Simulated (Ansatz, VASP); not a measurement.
## Two plane-wave programs on C

```xyz
2
Lattice="2.4562 0.0000 0.0000 -1.2281 2.1271 0.0000 0.0000 0.0000 8.5238" Properties=species:S:1:pos:R:3 pbc="T T T"
C     0.0000    1.4181    0.0000
C     1.2281    0.7090    0.0000
```

Alike in both runs: task relaxation of cell and atoms; functional LDA; k mesh 21 × 21 × 6; occupations gaussian, width 0.1 eV; no spin polarisation.

|  | VASP | Ansatz |
| --- | --- | --- |
| version | VASP 6.6.1 | Ansatz 0.2.0 |
| potentials or method | VASP PAW LDA potentials, release 64 (C), cutoff 600 eV | scalar-relativistic, plane waves, PAW |
| valence electrons in the cell | 8 | 8 |

|  | VASP | Ansatz | Ansatz less VASP |
| --- | --- | --- | --- |
| gap on the k mesh at the Fermi level, each at its own relaxed structure (eV) | none | none | - |
| relaxed volume (Å³/atom) | 9.31 | 22.07 | +12.756 |
| relaxed cell length with the largest relative difference (Å) | 3.594 | 8.526 | +4.9318 |

LDA's correlation is that of Perdew and Zunger in VASP and of Perdew and Wang (1992) in Ansatz. A gap of «none» marks a metal or a gap that the smearing closes. One of these differences is far larger than is usual between the two programs; its cause wasn't traced.

Noted on VASP's run: the volume moved by over 15 % at a fixed basis, so the end points are rough.
